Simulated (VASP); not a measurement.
**HfN: single point with LDA**

The system is HfN.

```xyz
2
Lattice="0.0000 2.2285 2.2285 2.2285 0.0000 2.2285 2.2285 2.2285 0.0000" Properties=species:S:1:pos:R:3 pbc="T T T"
Hf    0.0000    0.0000    0.0000
N     2.2285    2.2285    2.2285
```

This cell differs from its parent crystal: functional lda, volume scaled by 0.96.

```yaml
Program: VASP 6.6.1
Task: single point
Functional: LDA
Potentials_or_basis: VASP PAW LDA potentials, release 64 (Hf_pv, N)
Cutoff: 520 eV
k_mesh: 10 × 10 × 10
Occupations: fermi-dirac, width 0.03 eV
Spin: no spin polarisation
```

```yaml
Pressure: 1.1 GPa
```

Levels at points of the mesh, in eV from the Fermi level:
```tsv
k point	band 4	band 5	band 6	band 7	band 8	band 9	band 10	band 11	band 12	band 13
(0.00, 0.00, 0.00)	-17.51	-3.03	-3.03	-3.03	-0.44	-0.44	-0.44	1.98	1.98	2.36
(0.50, 0.00, 0.00)	-14.45	-9.11	-6.39	-6.39	3.44	3.85	3.85	4.75	9.29	9.29
(0.50, 0.50, 0.00)	-16.39	-5.30	-4.04	-3.65	-3.65	4.24	5.79	5.79	6.14	8.47
```

It took 7.3 s on 1 thread of Intel(R) Xeon(R) Platinum 8375C CPU @ 2.90GHz (Ice Lake), with other jobs on the host, peak memory 0.11 GiB.

Caveat: spin-orbit coupling is left out, which moves the levels of the heavy elements.
